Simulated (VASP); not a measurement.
# AlIn3Sb2N2 (Cmm2) in VASP: single point with PBE

Aim: the single point of AlIn3Sb2N2 with PBE.

Program: VASP 6.6.1. These are calculated values, not measurements. Logs are shortened: lines on timing, memory, paths and dates and some standing lists are left out, and cuts for length are marked.

**1. The cell of the first run**

The structure is orthorhombic, space group Cmm2 (No. 35). The conventional cell has a = 7.009 Å, b = 8.383 Å, c = 6.136 Å, α = 90.00°, β = 90.00°, γ = 90.00°. Al (site symmetry mm2) has 2 N at 1.88 Å within 2.5 Å. In (site symmetry 2) has 2 N at 2.31 Å and 2 Sb at 2.92 Å within 3.1 Å. In (site symmetry mm2) has 2 N at 2.23 Å and 2 Sb at 2.77 Å within 2.9 Å. Sb (site symmetry m) has 1 Al at 2.74 Å and 3 In at 2.77 to 2.92 Å and 2 Sb at 3.52 Å within 3.6 Å. Within 2.5 Å of N (site symmetry m) lie 1 Al at 1.88 Å and 3 In at 2.23 to 2.31 Å.

**2. Single point, PBE**

INCAR

```
SYSTEM = AlIn3Sb2N2
PREC = Accurate ; ENCUT = 520
EDIFF = 1E-6 ; ISMEAR = 0
SIGMA = 0.15 ; LREAL = .FALSE.
LASPH = .TRUE. ; NELM = 60
ALGO = Normal ; ISIF = 2
LWAVE = .FALSE. ; LCHARG = .TRUE.
GGA = PE ; LELF = .TRUE.
LVHAR = .TRUE. ; NBANDS = 41
```

KPOINTS

```
Automatic mesh
0
G
  2 2 2
  0 0 0
```

POSCAR

```
AlIn3Sb2N2
1.0
    4.1916711513     -3.5043795278      0.0000000000
    4.1916711513      3.5043795278      0.0000000000
    0.0000000000      0.0000000000      6.1356401552
Al In Sb N
1 3 2 2
Direct
    0.0000000000      0.0000000000     -0.0951486438
    0.5000000000      0.0000000000      0.5981752414
    0.0000000000      0.5000000000      0.5981752414
    0.5000000000      0.5000000000     -0.0481802215
    0.2330240352      0.2330240352      0.2187685708
    0.7669759648      0.7669759648      0.2187685708
    0.7666779193      0.2333220807      0.7547206204
    0.2333220807      0.7666779193      0.7547206204
```

Potentials or basis: VASP PAW PBE potentials, release 64 (Al, In_d, Sb, N).

Run with:

```console
$ cat potpaw_PBE.64/Al/POTCAR potpaw_PBE.64/In_d/POTCAR potpaw_PBE.64/Sb/POTCAR potpaw_PBE.64/N/POTCAR > POTCAR
$ mpirun -np 1 vasp_std > vasp.out
```

OUTCAR:

```text
SYSTEM = AlIn3Sb2N2
   PREC = Accurate
   ENCUT = 520
   EDIFF = 1E-6
   ISMEAR = 0
   LREAL = .FALSE.
   LASPH = .TRUE.
   NELM = 60
   ISIF = 2
   GGA = PE

 ion  position               nearest neighbor table
   1  0.000  0.000  0.905-   7 1.88   8 1.88   5 2.74   6 2.74   2 3.32   3 3.32   3 3.32   2 3.32
                             4 3.52   4 3.52
   2  0.500  0.000  0.598-   7 2.31   8 2.31   5 2.92   6 2.92   1 3.32   1 3.32   4 3.49   4 3.49
                             3 3.50   3 3.50
   3  0.000  0.500  0.598-   7 2.31   8 2.31   5 2.92   6 2.92   1 3.32   1 3.32   4 3.49   4 3.49
                             2 3.50   2 3.50
   4  0.500  0.500  0.952-   7 2.23   8 2.23   5 2.77   6 2.77   2 3.49   3 3.49   2 3.49   3 3.49
                             1 3.52   1 3.52
   5  0.233  0.233  0.219-   1 2.74   4 2.77   3 2.92   2 2.92   6 3.52   6 3.52
   6  0.767  0.767  0.219-   1 2.74   4 2.77   3 2.92   2 2.92   5 3.52   5 3.52
   7  0.767  0.233  0.755-   1 1.88   4 2.23   3 2.31   2 2.31
   8  0.233  0.767  0.755-   1 1.88   4 2.23   3 2.31   2 2.31

  LATTYP: Found a base centered orthorhombic cell.
 ALAT       =     7.0087590556
 B/A-ratio  =     1.1961236270
 C/A-ratio  =     0.8754246089

  Lattice vectors:

 A1 = (  -4.1916711513,  -3.5043795278,   0.0000000000)
 A2 = (   4.1916711513,  -3.5043795278,   0.0000000000)
 A3 = (   0.0000000000,   0.0000000000,   6.1356401552)

Analysis of symmetry for initial positions (statically):
=====================================================================
 Subroutine PRICEL returns:
 Original cell was already a primitive cell.

 Routine SETGRP: Setting up the symmetry group for a
 base centered orthorhombic supercell.

 Subroutine GETGRP returns: Found  4 space group operations
 (whereof  4 operations were pure point group operations)
 out of a pool of  8 trial point group operations.

The static configuration has the point symmetry C_2v.

Analysis of symmetry for dynamics (positions and initial velocities):
=====================================================================
 Subroutine PRICEL returns:
 Original cell was already a primitive cell.

 Routine SETGRP: Setting up the symmetry group for a
 base centered orthorhombic supercell.

 Subroutine GETGRP returns: Found  4 space group operations
 (whereof  4 operations were pure point group operations)
 out of a pool of  8 trial point group operations.

The dynamic configuration has the point symmetry C_2v.

 Subroutine INISYM returns: Found  4 space group operations
 (whereof  4 operations are pure point group operations),
 and found     1 'primitive' translations

----------------------------------------------------------------------------------------

                                     Primitive cell

  volume of cell :     180.2554

  direct lattice vectors                    reciprocal lattice vectors
     4.191671151 -3.504379528  0.000000000     0.119284167 -0.142678610  0.000000000
     4.191671151  3.504379528  0.000000000     0.119284167  0.142678610  0.000000000
     0.000000000  0.000000000  6.135640155     0.000000000  0.000000000  0.162982179

  length of vectors
     5.463587001  5.463587001  6.135640155     0.185972843  0.185972843  0.162982179

  position of ions in fractional coordinates (direct lattice)
     0.000000000  0.000000000  0.904851356
     0.500000000  1.000000000  0.598175241
     1.000000000  0.500000000  0.598175241
     0.500000000  0.500000000  0.951819779
     0.233024035  0.233024035  0.218768571
     0.766975965  0.766975965  0.218768571
     0.766677919  0.233322081  0.754720620
     0.233322081  0.766677919  0.754720620

  ion indices of the primitive-cell ions
   primitive index   ion index
                 1           1
                 2           2
                 3           3
                 4           4
                 5           5
                 6           6
                 7           7
                 8           8

----------------------------------------------------------------------------------------

 KPOINTS: Automatic mesh

Automatic generation of k-mesh.
 Grid dimensions read from file:
 generate k-points for:    2    2    2

 Generating k-lattice:

  Cartesian coordinates                     Fractional coordinates (reciprocal lattice)
     0.059642083 -0.071339305  0.000000000     0.500000000 -0.000000000  0.000000000
     0.059642083  0.071339305  0.000000000    -0.000000000  0.500000000  0.000000000
     0.000000000  0.000000000  0.081491089     0.000000000  0.000000000  0.500000000

  Length of vectors
     0.092986421  0.092986421  0.081491089

  Shift w.r.t. Gamma in fractional coordinates (k-lattice)
     0.000000000  0.000000000  0.000000000

 Subroutine IBZKPT returns following result:
 ===========================================

 Found      6 irreducible k-points:

 Following reciprocal coordinates:
            Coordinates               Weight
  0.000000  0.000000  0.000000      1.000000
  0.500000 -0.000000  0.000000      2.000000
  0.500000  0.500000  0.000000      1.000000
  0.000000  0.000000  0.500000      1.000000
  0.500000 -0.000000  0.500000      2.000000
  0.500000  0.500000  0.500000      1.000000
   k-points           NKPTS =      6   k-points in BZ     NKDIM =      6   number of bands    NBANDS=     41
   number of dos      NEDOS =    301   number of ions     NIONS =      8
   total plane-waves  NPLWV =  84672
   dimension x,y,z NGX =    42 NGY =   42 NGZ =   48
   dimension x,y,z NGXF=    84 NGYF=   84 NGZF=   96
   ions per type =               1   3   2   2
   NGX,Y,Z   is equivalent  to a cutoff of  12.78, 12.78, 13.01 a.u.
   NGXF,Y,Z  is equivalent  to a cutoff of  25.56, 25.56, 26.01 a.u.
 SYSTEM =  AlIn3Sb2N2
   PREC   = accura    normal or accurate (medium, high low for compatibility)
   ISTART =      0    job   : 0-new  1-cont  2-samecut
   ICHARG =      2    charge: 1-file 2-atom 10-const
   ISPIN  =      1    spin polarized calculation?
   LNONCOLLINEAR =      F non collinear calculations
   LSORBIT =      F    spin-orbit coupling
   LASPH  =      T    aspherical Exc in radial PAW
   ENCUT  =  520.0 eV  38.22 Ry    6.18 a.u.  10.16 10.16 11.41*2*pi/ulx,y,z
   NELM   =     60;   NELMIN=  2; NELMDL= -5     # of ELM steps
   EDIFF  = 0.1E-05   stopping-criterion for ELM
   LREAL  =      F    real-space projection
[... 7 lines left out ...]
   TEBEG  =    0.0;   TEEND  =   0.0 temperature during run
   PSTRESS=    0.0 pullay stress
   NELECT =      62.0000    total number of electrons
   NUPDOWN=      -1.0000    fix difference up-down
   EMIN   =  10.00;   EMAX   =-10.00  energy-range for DOS
   EFERMI =   0.00;   METHOD = LEGACY
   ISMEAR =     0;   SIGMA  =   0.15  broadening in eV -4-tet -1-fermi 0-gaus
   EFERMI_NEDOS =   21; number of points for ismear=-14 and -15
   IALGO  =     38    algorithm
   IMIX   =      4    mixing-type and parameters
     AMIX     =   0.40;   BMIX     =  1.00
     AMIX_MAG =   1.60;   BMIX_MAG =  1.00
  volume/ion in A,a.u.               =      22.53       152.05
  Fermi-wavevector in a.u.,A,eV,Ry     =   1.147033  2.167578 17.900983  1.315685
  Thomas-Fermi vector in A             =   2.283715
   LORBIT       =      0    0 simple, 1 ext, 2 COOP (PROOUT), +10 PAW based schemes
   GGA     = PE    functional components
   LHFCALC =     F    Hartree Fock is set to
   AEXX    =    0.0000 exact exchange contribution
   IVDW    =     0    specifies the selected vdW correction
   LEPSILON=     F    determine dielectric tensor
   LRPA    =     F    only Hartree local field effects (RPA)
 non-spin polarized calculation
 Gauss-broadening in eV      SIGMA  =   0.15
  energy-cutoff  :      520.00
  volume of cell :      180.26
 maximum number of plane-waves:      4874
 NGX is ok and might be reduce to    42
   NGX = 21   NGY = 21   NGZ = 23

 number of electron      61.9999988 magnetization

 Free energy of the ion-electron system (eV)
  ---------------------------------------------------
  ext. energy  EPLUGINS =         0.00000000
  ---------------------------------------------------
  free energy    TOTEN  =       -35.95190666 eV

  energy without entropy =      -35.90531826  energy(sigma->0) =      -35.92861246

 E-fermi :   6.5023     XC(G=0):  -9.6589

 val. band max:        6.4736689874   @ k =   0.5000   0.5000   0.5000
 cond. band min:       6.6393548313   @ k =   0.5000   0.5000   0.5000
 fundamental gap:      0.1656858439
 Fermi energy:         6.5022817449

 k-point     1 :       0.0000    0.0000    0.0000
  band No.  band energies     occupation
      1      -9.2062      2.00000
      2      -9.0477      2.00000
      3      -8.5109      2.00000
      4      -8.4414      2.00000
      5      -8.3672      2.00000
      6      -8.3525      2.00000
[... 33 lines left out ...]
     40      11.0571      0.00000
     41      12.4082      0.00000

 k-point     2 :       0.5000   -0.0000    0.0000
  band No.  band energies     occupation
      1      -9.1882      2.00000
      2      -9.0314      2.00000
      3      -8.4520      2.00000
      4      -8.4293      2.00000
      5      -8.3852      2.00000
      6      -8.3777      2.00000
[... 33 lines left out ...]
     40      11.2428      0.00000
     41      11.6482      0.00000

 k-point     3 :       0.5000    0.5000    0.0000
  band No.  band energies     occupation
      1      -9.1218      2.00000
      2      -9.1155      2.00000
      3      -8.4900      2.00000
      4      -8.4826      2.00000
      5      -8.3691      2.00000
      6      -8.3445      2.00000
[... 33 lines left out ...]
     40      12.4717      0.00000
     41      12.7200      0.00000

 k-point     4 :       0.0000    0.0000    0.5000
  band No.  band energies     occupation
      1      -9.2050      2.00000
      2      -9.0464      2.00000
      3      -8.4917      2.00000
      4      -8.4369      2.00000
      5      -8.3671      2.00000
      6      -8.3561      2.00000
[... 33 lines left out ...]
     40      11.2112      0.00000
     41      11.4632      0.00000

 k-point     5 :       0.5000   -0.0000    0.5000
  band No.  band energies     occupation
      1      -9.1893      2.00000
      2      -9.0310      2.00000
      3      -8.4370      2.00000
      4      -8.4361      2.00000
      5      -8.3817      2.00000
      6      -8.3764      2.00000
[... 33 lines left out ...]
     40      11.6898      0.00000
     41      11.7087      0.00000

 k-point     6 :       0.5000    0.5000    0.5000
  band No.  band energies     occupation
      1      -9.1258      2.00000
      2      -9.1166      2.00000
      3      -8.4991      2.00000
      4      -8.4815      2.00000
      5      -8.3725      2.00000
      6      -8.3418      2.00000
[... 33 lines left out ...]
     40      11.0337      0.00000
     41      11.7059      0.00000

------------------------ aborting loop because EDIFF is reached ----------------------------------------

  FORCE on cell =-STRESS in cart. coord.  units (eV):
  Direction    XX          YY          ZZ          XY          YZ          ZX
  --------------------------------------------------------------------------------------
  -------------------------------------------------------------------------------------
  Total        0.4536655      0.2980165      0.7934226      0.0000000      0.0000000      0.0000000
  in kB        4.0323489      2.6488828      7.0522377      0.0000000      0.0000000      0.0000000
  external PRESSURE =       4.5778231 kB  Pullay stress =       0.0000000 kB

 VOLUME and BASIS-vectors are now :
 -----------------------------------------------------------------------------
  energy-cutoff  :      520.00
  volume of cell :      180.26
      direct lattice vectors                 reciprocal lattice vectors
     4.191671151 -3.504379528  0.000000000     0.119284167 -0.142678610  0.000000000
     4.191671151  3.504379528  0.000000000     0.119284167  0.142678610  0.000000000
     0.000000000  0.000000000  6.135640155     0.000000000  0.000000000  0.162982179

 POSITION                                       TOTAL-FORCE (eV/Angst)
 -----------------------------------------------------------------------------------
      0.00000      0.00000      5.55184        -0.000000      0.000000     -0.039735
      2.09584     -1.75219      3.67019        -0.000000      0.000000      0.033489
      2.09584      1.75219      3.67019        -0.000000      0.000000      0.033489
      4.19167      0.00000      5.84002        -0.000000      0.000000     -0.056274
      1.95352      0.00000      1.34229         0.018517      0.000000      0.008576
      6.42982      0.00000      1.34229        -0.018517      0.000000      0.008576
      4.19167     -1.86908      4.63069        -0.000000     -0.015682      0.005939
      4.19167      1.86908      4.63069        -0.000000      0.015682      0.005939
 -----------------------------------------------------------------------------------
    total drift:                               -0.000000      0.000000      0.001025

  FREE ENERGIE OF THE ION-ELECTRON SYSTEM (eV)
  ---------------------------------------------------
  free  energy   TOTEN  =       -35.9519066563 eV

  energy  without entropy=      -35.9053182597  energy(sigma->0) =      -35.92861246
```

Wall time 30 s (1 thread of Intel Xeon 6975P-C (Granite Rapids), shared host); peak memory 0.29 GiB.

What came out:

| Property | Result |
| --- | --- |
| Free energy | -35.9519 eV |
| Pressure | 0.5 GPa |
| Largest force | 0.056 eV/Å |
| Band gap on the k mesh | zero (band 31 reaches 7.11 eV, above the bottom of band 32 at 6.38 eV) |

Forces on the atoms (eV/Å):
```
Al   0.000  0.000 -0.040
In   0.000  0.000  0.033
In   0.000  0.000  0.033
In   0.000  0.000 -0.056
Sb   0.019  0.000  0.009
Sb  -0.019  0.000  0.009
N    0.000 -0.016  0.006
N    0.000  0.016  0.006
```

Stress tensor (GPa, compression positive):
```
0.40 0.00 0.00
0.00 0.26 0.00
0.00 0.00 0.71
```

Levels at points of the mesh, in eV from the Fermi level:
```csv
k point,band 27,band 28,band 29,band 30,band 31,band 32,band 33,band 34,band 35,band 36
"(0.00, 0.00, 0.00)",-2.89,-2.61,-2.07,-1.35,-0.88,-0.12,0.81,1.33,1.47,2.41
"(0.50, 0.00, 0.00)",-2.67,-2.16,-1.91,-1.24,-1.15,-0.07,0.44,2.47,2.52,3.59
"(0.50, 0.50, 0.00)",-3.12,-2.91,-2.76,-0.11,0.61,1.29,1.57,2.00,2.21,2.37
"(0.00, 0.00, 0.50)",-3.28,-3.17,-2.94,-1.02,0.16,1.73,1.74,2.14,2.54,2.80
"(0.50, 0.00, 0.50)",-2.46,-2.08,-1.77,-1.10,-1.07,1.13,1.50,2.08,2.39,2.51
"(0.50, 0.50, 0.50)",-2.00,-1.99,-1.89,-1.16,-0.03,0.14,1.42,1.59,2.39,3.33
```

Caveat: the k points lie up to 0.58 Å⁻¹ apart; spin-orbit coupling is left out, which moves the levels of the heavy elements.
